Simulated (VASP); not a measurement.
Runs of VASP 6.6.1 on Se. The structure is that of space group P6_3/mmc (No. 194), or close to it. The cells are those of the table. This isn't the form of Se at room conditions, which is trigonal, of chains.

```tsv
task	cell	cutoff (eV)	gap on the mesh (eV)	pressure (GPa)
single point	a = 2.896, b = 2.896, c = 3.928 Å, angles 90.0, 90.0, 120.0°, 2 atoms	520	none	(a)
single point	a = 3.562, b = 3.562, c = 3.819 Å, angles 90.0, 90.0, 120.0°, 2 atoms	520	none	0.1
relaxation of shape and atoms at fixed volume	relaxed from a = 3.361, b = 3.361, c = 3.603 Å, angles 90.0, 90.0, 120.0°, 2 atoms	600	none	16.4
single point	a = 3.107, b = 3.107, c = 3.815 Å, angles 90.0, 90.0, 120.0°, 2 atoms	520	none	31.6
single point	a = 3.271, b = 3.271, c = 3.805 Å, angles 90.0, 90.0, 120.0°, 2 atoms	520	none	16.5
relaxation of shape and atoms at fixed volume	relaxed from a = 3.005, b = 3.005, c = 3.221 Å, angles 90.0, 90.0, 120.0°, 2 atoms	600	none	93.9
relaxation of cell and atoms	relaxed from a = 3.105, b = 3.105, c = 5.030 Å, angles 90.0, 90.0, 120.0°, 2 atoms	600	none	0.0
relaxation of shape and atoms at fixed volume	relaxed from a = 3.251, b = 3.251, c = 3.485 Å, angles 90.0, 90.0, 120.0°, 2 atoms	600	none	31.5
```

Alike in all rows: level PBEsol; potentials or basis VASP PAW PBE potentials, release 64 (Se); no spin polarisation; k mesh 14 × 14 × 8; smearing fermi-dirac 0.1 eV.

**Question.** Estimate the missing entries.

**Answer.** (a) 53.6.

Caveats: the PAW data sets were made with another functional, which shifts forces and pressure a little; the cell stands under pressure (at least some runs); a cell axis changed by over 15 % at a fixed basis, so the end point is rough (at least some runs).

A k mesh can miss the band edges, and the runs leave out spin-orbit coupling on Se.

A gap of «none» marks levels without a gap at the run's occupations.
